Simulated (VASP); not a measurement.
# Bi2Au3S3 (R-3m) in VASP: further runs, part 2 of 2

VASP 6.6.1. The steps go on from the part before.

## 3. Single point, r2SCAN+U

Contents of POSCAR:

```
Bi2Au3S3
1.0
    5.7166190000      0.0000000000      0.0000000000
   -2.8583100000      4.9507420000      0.0000000000
   -2.8583100000      1.6502470000      6.6161980000
S Au Bi
3 3 2
Direct
    0.5000000000      0.5000000000      0.5000000000
    0.0807000000      0.9193000000      0.2421000000
    0.9193000000      0.0807000000      0.7579000000
    0.5000000000      0.0000000000      0.0000000000
    0.0000000000      0.5000000000      0.0000000000
    0.5000000000      0.5000000000      0.0000000000
    0.2423000000      0.7577000000      0.7269000000
    0.7577000000      0.2423000000      0.2731000000
```

Contents of INCAR.step1:

```
PREC = Accurate
ENCUT = 520
ISMEAR = -1
SIGMA = 0.1
LREAL = False
LASPH = True
NELM = 150
LMAXMIX = 4
LDAU = True
LDAUTYPE = 2
LDAUL = -1 2 -1
LDAUU = 0 8 0
LDAUJ = 0 0 0
NBANDS = 50
GGA = PE
ALGO = Normal
EDIFF = 1E-4
LWAVE = True
LCHARG = False
```

Contents of INCAR.step2:

```
PREC = Accurate
ENCUT = 520
EDIFF = 1E-6
ISMEAR = -1
SIGMA = 0.1
LREAL = False
LASPH = True
NELM = 150
ALGO = Normal
ISIF = 2
LWAVE = False
LCHARG = False
LMAXMIX = 4
LDAU = True
LDAUTYPE = 2
LDAUL = -1 2 -1
LDAUU = 0 8 0
LDAUJ = 0 0 0
LDAUPRINT = 1
METAGGA = R2SCAN
LMIXTAU = True
NBANDS = 50
ISTART = 1
```

Contents of KPOINTS:

```
regular mesh
0
Gamma
  4 4 4
```

Potentials or basis: VASP PAW PBE potentials, release 64 (S, Au, Bi_d).

On the command line:

```sh
cat potpaw_PBE.64/S/POTCAR potpaw_PBE.64/Au/POTCAR potpaw_PBE.64/Bi_d/POTCAR > POTCAR
cp INCAR.step1 INCAR
mpirun -np 1 vasp_std > vasp.out
cp INCAR.step2 INCAR
mpirun -np 1 vasp_std > vasp.out
```

OUTCAR:

```text
PREC = Accurate
   ENCUT = 520
   EDIFF = 1E-6
   ISMEAR = -1
   LREAL = False
   LASPH = True
   NELM = 150
   ISIF = 2
   METAGGA = R2SCAN
   ISTART = 1

 ion  position               nearest neighbor table
   1  0.500  0.500  0.500-
   2  0.081  0.919  0.242-   7 3.21   8 3.31   8 3.31   8 3.31
   3  0.919  0.081  0.758-   8 3.21   7 3.31   7 3.31   7 3.31
   4  0.500  0.000  0.000-   7 2.45   8 2.45   5 2.86   5 2.86   6 2.86   6 2.86
   5  0.000  0.500  0.000-   7 2.45   8 2.45   6 2.86   6 2.86   4 2.86   4 2.86
   6  0.500  0.500  0.000-   7 2.45   8 2.45   5 2.86   5 2.86   4 2.86   4 2.86
   7  0.242  0.758  0.727-   6 2.45   5 2.45   4 2.45   2 3.21   3 3.31   3 3.31   3 3.31
   8  0.758  0.242  0.273-   6 2.45   5 2.45   4 2.45   3 3.21   2 3.31   2 3.31   2 3.31

  LATTYP: Found a trigonal (rhomboedric) cell.
 ALAT       =     7.3937356723
 COS(alpha) =     0.7011032065

  Lattice vectors:

 A1 = (  -2.8583100000,   1.6502470000,   6.6161980000)
 A2 = (   0.0000000000,  -3.3004950000,   6.6161980000)
 A3 = (   2.8583090000,   1.6502470000,   6.6161980000)

Analysis of symmetry for initial positions (statically):
=====================================================================
 Subroutine PRICEL returns:
 Original cell was already a primitive cell.

 Routine SETGRP: Setting up the symmetry group for a
 trigonal (rhombohedral) supercell.

 Subroutine GETGRP returns: Found 12 space group operations
 (whereof 12 operations were pure point group operations)
 out of a pool of 12 trial point group operations.

The static configuration has the point symmetry D_3d.

Analysis of symmetry for dynamics (positions and initial velocities):
=====================================================================
 Subroutine PRICEL returns:
 Original cell was already a primitive cell.

 Routine SETGRP: Setting up the symmetry group for a
 trigonal (rhombohedral) supercell.

 Subroutine GETGRP returns: Found 12 space group operations
 (whereof 12 operations were pure point group operations)
 out of a pool of 12 trial point group operations.

The dynamic configuration has the point symmetry D_3d.

 Subroutine INISYM returns: Found 12 space group operations
 (whereof 12 operations are pure point group operations),
 and found     1 'primitive' translations

----------------------------------------------------------------------------------------

                                     Primitive cell

  volume of cell :     187.2484

  direct lattice vectors                    reciprocal lattice vectors
     5.716619000  0.000000000  0.000000000     0.174928572  0.100994980  0.050381416
    -2.858310000  4.950742000  0.000000000     0.000000000  0.201989924 -0.050381392
    -2.858310000  1.650247000  6.616198000     0.000000000  0.000000000  0.151144207

  length of vectors
[... 94 lines left out ...]
   NUPDOWN=      -1.0000    fix difference up-down
   EMIN   =  10.00;   EMAX   =-10.00  energy-range for DOS
   EFERMI =   0.00;   METHOD = LEGACY
   ISMEAR =    -1;   SIGMA  =   0.10  broadening in eV -4-tet -1-fermi 0-gaus
   EFERMI_NEDOS =   21; number of points for ismear=-14 and -15
   IALGO  =     38    algorithm
   IMIX   =      4    mixing-type and parameters
     AMIX     =   0.40;   BMIX     =  1.00
     AMIX_MAG =   1.60;   BMIX_MAG =  1.00
  volume/ion in A,a.u.               =      23.41       157.95
  Fermi-wavevector in a.u.,A,eV,Ry     =   1.238123  2.339713 20.857035  1.532949
  Thomas-Fermi vector in A             =   2.372662
   LORBIT       =      0    0 simple, 1 ext, 2 COOP (PROOUT), +10 PAW based schemes
 LDA+U is selected, type is set to LDAUTYPE =  2
   angular momentum for each species LDAUL =    -1    2   -1
   U (eV)           for each species LDAUU =   0.0  8.0  0.0
   J (eV)           for each species LDAUJ =   0.0  0.0  0.0
   METAGGA = R2SCAN    functional components
   LHFCALC =     F    Hartree Fock is set to
   AEXX    =    0.0000 exact exchange contribution
   IVDW    =     0    specifies the selected vdW correction
   LEPSILON=     F    determine dielectric tensor
   LRPA    =     F    only Hartree local field effects (RPA)
 non-spin polarized calculation
  energy-cutoff  :      520.00
  volume of cell :      187.25
 maximum number of plane-waves:      5089
 NGX is ok and might be reduce to    48
   NGX = 21   NGY = 21   NGZ = 27

atom =   4  type =  2  l = 2

 onsite density matrix

spin component  1
[... 83 lines left out ...]
  o =  0.9086  v = -0.0758  0.2978 -0.7985 -0.5158  0.0438  0.0000  0.0000  0.0000  0.0000  0.0000      0.0000  0.0000  0.0000  0.0000  0.0000  0.0000  0.0000  0.0000  0.0000  0.0000
  o =  0.9086  v =  0.0000  0.0000  0.0000  0.0000  0.0000 -0.0758  0.2978 -0.7985 -0.5158  0.0438      0.0000  0.0000  0.0000  0.0000  0.0000  0.0000  0.0000  0.0000  0.0000  0.0000
  o =  0.9203  v =  0.4998  0.0226  0.0000  0.0131  0.8657  0.0000  0.0000  0.0000  0.0000  0.0000      0.0000  0.0000  0.0000  0.0000  0.0000  0.0000  0.0000  0.0000  0.0000  0.0000
  o =  0.9203  v =  0.0000  0.0000  0.0000  0.0000  0.0000  0.4998  0.0226  0.0000  0.0131  0.8657      0.0000  0.0000  0.0000  0.0000  0.0000  0.0000  0.0000  0.0000  0.0000  0.0000
  o =  0.9400  v =  0.0000  0.0000  0.0000  0.0000  0.0000  0.0251 -0.3995 -0.5996  0.6928 -0.0145      0.0000  0.0000  0.0000  0.0000  0.0000  0.0000  0.0000  0.0000  0.0000  0.0000
  o =  0.9400  v =  0.0251 -0.3995 -0.5996  0.6928 -0.0145  0.0000  0.0000  0.0000  0.0000  0.0000      0.0000  0.0000  0.0000  0.0000  0.0000  0.0000  0.0000  0.0000  0.0000  0.0000
  o =  0.9415  v =  0.0000  0.0000  0.0000  0.0000  0.0000 -0.0131  0.8659  0.0002  0.4995 -0.0226      0.0000  0.0000  0.0000  0.0000  0.0000  0.0000  0.0000  0.0000  0.0000  0.0000
  o =  0.9415  v = -0.0131  0.8659  0.0002  0.4995 -0.0226  0.0000  0.0000  0.0000  0.0000  0.0000      0.0000  0.0000  0.0000  0.0000  0.0000  0.0000  0.0000  0.0000  0.0000  0.0000
  o =  0.9449  v =  0.0000  0.0000  0.0000  0.0000  0.0000  0.8623  0.0378 -0.0528 -0.0655 -0.4979      0.0000  0.0000  0.0000  0.0000  0.0000  0.0000  0.0000  0.0000  0.0000  0.0000
  o =  0.9449  v =  0.8623  0.0378 -0.0528 -0.0655 -0.4979  0.0000  0.0000  0.0000  0.0000  0.0000      0.0000  0.0000  0.0000  0.0000  0.0000  0.0000  0.0000  0.0000  0.0000  0.0000

 number of electron      81.0000000 magnetization

 Free energy of the ion-electron system (eV)
  ---------------------------------------------------
  ext. energy  EPLUGINS =         0.00000000
  ---------------------------------------------------
  free energy    TOTEN  =      -274.43495569 eV

  energy without entropy =     -274.24674019  energy(sigma->0) =     -274.34084794

 E-fermi :   5.5808     XC(G=0): -10.8880

 val. band max:        5.5790596188   @ k =   0.5000   0.0000   0.2500
 cond. band min:       5.6986952214   @ k =   0.2500   0.0000   0.2500
 fundamental gap:      0.1196356026
 Fermi energy:         5.5808074328

 k-point     1 :       0.0000    0.0000    0.0000
  band No.  band energies     occupation
      1     -18.7082      2.00000
      2     -18.7082      2.00000
      3     -18.5547      2.00000
      4     -18.5424      2.00000
      5     -18.5424      2.00000
      6     -18.4967      2.00000
[... 678 lines left out ...]
     49      12.1598      0.00000
     50      12.1598      0.00000

------------------------ aborting loop because EDIFF is reached ----------------------------------------

  FORCE on cell =-STRESS in cart. coord.  units (eV):
  Direction    XX          YY          ZZ          XY          YZ          ZX
  --------------------------------------------------------------------------------------
  -------------------------------------------------------------------------------------
  Total        5.4536513      5.4536617     27.4005312     -0.0000006     -0.0000014     -0.0000014
  in kB       46.6637798     46.6638688    234.4506974     -0.0000047     -0.0000118     -0.0000118
  external PRESSURE =     109.2594487 kB  Pullay stress =       0.0000000 kB

 VOLUME and BASIS-vectors are now :
 -----------------------------------------------------------------------------
  energy-cutoff  :      520.00
  volume of cell :      187.25
      direct lattice vectors                 reciprocal lattice vectors
     5.716619000  0.000000000  0.000000000     0.174928572  0.100994980  0.050381416
    -2.858310000  4.950742000  0.000000000     0.000000000  0.201989924 -0.050381392
    -2.858310000  1.650247000  6.616198000     0.000000000  0.000000000  0.151144207

 POSITION                                       TOTAL-FORCE (eV/Angst)
 -----------------------------------------------------------------------------------
     -0.00000      3.30049      3.30810         0.000000      0.000000     -0.000000
     -2.85831      4.95074      1.60178        -0.000000     -0.000000      0.384090
      2.85831      1.65025      5.01442         0.000000      0.000000     -0.384090
      2.85831      0.00000      0.00000         0.000000      0.000000     -0.000000
     -1.42915      2.47537      0.00000         0.000000      0.000000     -0.000000
      1.42915      2.47537      0.00000         0.000000     -0.000000     -0.000000
     -2.85831      4.95074      4.80931         0.000000      0.000000     -9.468539
      2.85831      1.65025      1.80688        -0.000000     -0.000000      9.468539
 -----------------------------------------------------------------------------------
    total drift:                               -0.000000     -0.000000      0.000000

  FREE ENERGIE OF THE ION-ELECTRON SYSTEM (eV)
  ---------------------------------------------------
  free  energy   TOTEN  =      -274.4349556921 eV

  energy  without entropy=     -274.2467401889  energy(sigma->0) =     -274.34084794
```

Wall time 4.6 min (1 thread of Intel Xeon 6975P-C (Granite Rapids), shared host); peak memory 0.43 GiB.

What came out:

| Item | Value |
| --- | --- |
| Free energy | -274.4350 eV |
| Pressure | 10.9 GPa |
| Largest force | 9.469 eV/Å |
| Band gap on the k mesh | zero (an odd number of electrons rules out a gap without spin polarisation) |

Forces in eV/Å, atoms in the order of the input:
```
S    0.000  0.000  0.000
S    0.000  0.000  0.384
S    0.000  0.000 -0.384
Au   0.000  0.000  0.000
Au   0.000  0.000  0.000
Au   0.000  0.000  0.000
Bi   0.000  0.000 -9.469
Bi   0.000  0.000  9.469
```

Stress tensor (GPa, compression positive):
```
 4.67  0.00  0.00
 0.00  4.67  0.00
 0.00  0.00 23.45
```

Eigenvalues of the final occupation matrices:
```tsv
site	spin	trace	eigenvalues
site 4 d	1	4.66	0.91 0.92 0.94 0.94 0.94
site 4 d	2	4.66	0.91 0.92 0.94 0.94 0.94
site 5 d	1	4.66	0.91 0.92 0.94 0.94 0.94
site 5 d	2	4.66	0.91 0.92 0.94 0.94 0.94
site 6 d	1	4.66	0.91 0.92 0.94 0.94 0.94
site 6 d	2	4.66	0.91 0.92 0.94 0.94 0.94
```

Caveat: the stress differs along the axes, from 5 to 23 GPa; the PAW data sets were made with another functional, which shifts forces and pressure a little; spin-orbit coupling is left out, which moves the levels of the heavy elements; U without spin polarisation on a metal has little footing.

The gap in the log of VASP goes by the Fermi energy; the results here count the filled bands.